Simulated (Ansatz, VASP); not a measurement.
**Two plane-wave programs on ScAl2N3**

Contents of INCAR:

```
SYSTEM = ScAl2N3
  ALGO = Normal
  EDIFF = 1E-7
  EDIFFG = -0.01
  ENCUT = 600
  GGA = PE
  IBRION = 2
  ISIF = 3
  ISMEAR = 0
  LASPH = .TRUE.
  LCHARG = .FALSE.
  LREAL = .FALSE.
  LWAVE = .FALSE.
  NELM = 80
  NSW = 100
  PREC = Accurate
  SIGMA = 0.1
```

File KPOINTS:

```
k-points
0
G
  6 6 10
  0 0 0
```

POSCAR

```
ScAl2N3
1.0
    7.4574371422      0.0000000000      0.0000000000
   -3.7287185711      6.4583300123      0.0000000000
    0.0000000000      0.0000000000      3.5275940286
Sc Al N
1 2 3
Direct
    0.0000000000      0.0000000000      0.0000000000
    0.3333333333      0.6666666667      0.0000000000
    0.6666666667      0.3333333333      0.0000000000
    0.3333333333      0.6666666667      0.5000000000
    0.6666666667      0.3333333333      0.5000000000
    0.0000000000      0.0000000000      0.5000000000
```

Input for Ansatz:

```yaml
crystal:
  lattice:
    - [7.4574371422, 0.0, 0.0]
    - [-3.7287185711, 6.4583300123, 0.0]
    - [0.0, 0.0, 3.5275940286]
  atoms:
    - { symbol: Sc, position: [0.0, 0.0, 0.0] }
    - { symbol: Al, position: [0.3333333333, 0.6666666667, 0.0] }
    - { symbol: Al, position: [0.6666666667, 0.3333333333, 0.0] }
    - { symbol: "N", position: [0.3333333333, 0.6666666667, 0.5] }
    - { symbol: "N", position: [0.6666666667, 0.3333333333, 0.5] }
    - { symbol: "N", position: [0.0, 0.0, 0.5] }
basis:
  ecutwfc: 420
kpoints:
  mp_grid: { grid: [6, 6, 10] }
hamiltonian:
  xc: pbe
scf:
  occupations: { method: gaussian, width: 0.1 }
output:
  forces: true
  stress: true
  eigenvalues: true
  write_density: true
  write_potential: true
  elf: true
  volumetric_format: npy
relax:
  adjacent_minimum: "off"
  f_tol: 0.01
  max_steps: 80
  cell: { stress_tol: 0.05 }
```

Alike in both runs: task relaxation of cell and atoms; functional PBE; k mesh 6 × 6 × 10; occupations gaussian, width 0.1 eV; no spin polarisation.

```csv
,VASP,Ansatz
version,VASP 6.6.1,Ansatz 0.2.0
potentials or method,"VASP PAW PBE potentials, release 64 (Sc_sv, Al, N), cutoff 600 eV","scalar-relativistic, plane waves, PAW"
valence electrons in the cell,32,32
```

Ansatz gave:

* gap on the k mesh at the Fermi level, each at its own relaxed structure (eV): none
* relaxed volume (Å³/atom): 28.24
* relaxed length of the cell vector where the two differ most in proportion (Å): 7.453

**Question.** Which values does VASP return?

**Answer.** gap on the k mesh at the Fermi level, each at its own relaxed structure (eV): none; relaxed volume (Å³/atom): 27.40; relaxed length of the cell vector where the two differ most in proportion (Å): 7.337.

A gap of «none» marks a metal or a gap that the smearing closes.
